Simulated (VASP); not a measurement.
# C: relaxation of the atoms with PBE+D3(BJ)

C, a slab with vacuum:

```xyz
2
Lattice="2.4658 0.0000 0.0000 -1.2329 2.1353 0.0000 0.0000 0.0000 20.0000" Properties=species:S:1:pos:R:3 pbc="T T T"
C     0.0000    0.3559   10.0000
C     0.0000    1.7793   10.0000
```

```yaml
Program: VASP 6.6.1
Task: relaxation of the atoms
Functional: PBE
Dispersion: D3(BJ)
Potentials_or_basis: VASP PAW PBE potentials, release 64 (C)
Cutoff: 520 eV
k_mesh: 12 × 12 × 1
Occupations: gaussian, width 0.05 eV
Spin: no spin polarisation
Dipole_correction: yes
Further_INCAR_settings: ALGO = Normal; EDIFF = 1e-06; IBRION = 2; EDIFFG = -0.04; NSW = 60
```

```
Dispersion energy per atom : -0.089 eV
```

Final structure:
```
C
1.0
     2.46581    0.00000    0.00000
    -1.23290    2.13528    0.00000
     0.00000    0.00000   20.00000
C
2
Cartesian
  0.0000 0.3559 10.0000
  0.0000 1.7793 10.0000
```

Levels at points of the mesh, in eV from the Fermi level:
```tsv
k point	band 1	band 2	band 3	band 4	band 5	band 6	band 7	band 8
(0.00, 0.00, 0.00)	-19.53	-7.62	-3.05	-3.04	3.26	4.05	4.37	5.32
(0.50, 0.00, 0.00)	-14.28	-13.24	-6.42	-2.36	1.68	7.37	11.11	11.26
(0.00, 0.50, 0.00)	-14.28	-13.24	-6.42	-2.36	1.68	7.37	11.11	11.27
```

Run time: 22 s on 1 thread of Intel(R) Xeon(R) 6975P-C (Granite Rapids), on a shared host, peak memory 0.21 GiB.

Caveat: the relaxation stopped at its first step, so nothing moved.
